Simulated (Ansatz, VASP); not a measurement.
**LiCl in VASP and in Ansatz**

```xyz
2
Lattice="0.0000 2.5648 2.5648 2.5648 0.0000 2.5648 2.5648 2.5648 0.0000" Properties=species:S:1:pos:R:3 pbc="T T T"
Cl    2.5648    2.5648    2.5648
Li    0.0000    0.0000    0.0000
```

Alike in both runs: task single point; functional PBE; k mesh 6 × 6 × 6; occupations fermi-dirac, width 0.05 eV; no spin polarisation.

```csv
,VASP,Ansatz
version,VASP 6.6.1,Ansatz 0.2.0
potentials or method,"VASP PAW PBE potentials, release 64 (Cl, Li_sv), cutoff 520 eV",all-electron PAW datasets made for the crystal
```

```tsv
	VASP	Ansatz	Ansatz less VASP
gap on the k mesh at the Fermi level (eV)	6.34	6.33	-0.015
least direct gap on the mesh (eV)	6.34	6.33	-0.015
```

Ansatz ran all-electron here, and VASP with PAW potentials.

Noted on VASP's run: the cutoff is short for stress, so the pressure is rough.
